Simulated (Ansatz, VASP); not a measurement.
PbS: VASP beside Ansatz

```
Pb S
1.0
     5.95559    0.00000    0.00000
     0.00000    2.96854    2.96854
     0.00000   -2.96854    2.96854
Pb S
2 2
Direct
  0.74989 0.26052 0.76052
  0.25011 0.76052 0.26052
  0.74966 0.76048 0.26048
  0.25034 0.26048 0.76048
```

Alike in both runs: task single point; functional PBE; k mesh 4 × 4 × 4; no spin polarisation.

|  | VASP | Ansatz |
| --- | --- | --- |
| version | VASP 6.6.1 | Ansatz 0.2.0 |
| potentials or method | VASP PAW PBE potentials, release 64 (Pb_d, S) | plane waves, PAW |
| plane-wave cutoff (eV) | 520 | 420 |
| occupations | gaussian, width 0.01 eV | fixed |
| valence electrons in the cell | 40 | 40 |

|  | VASP | Ansatz | Ansatz less VASP |
| --- | --- | --- | --- |
| gap on the k mesh at the Fermi level (eV) | 0.38 | 0.38 | -0.007 |
| pressure (GPa) | 1.9 | 2.0 | +0.07 |
| traceless stress, the component that is largest in VASP (GPa) | -0.32 | -0.32 | -0.001 |

Neither program's run includes spin-orbit coupling.
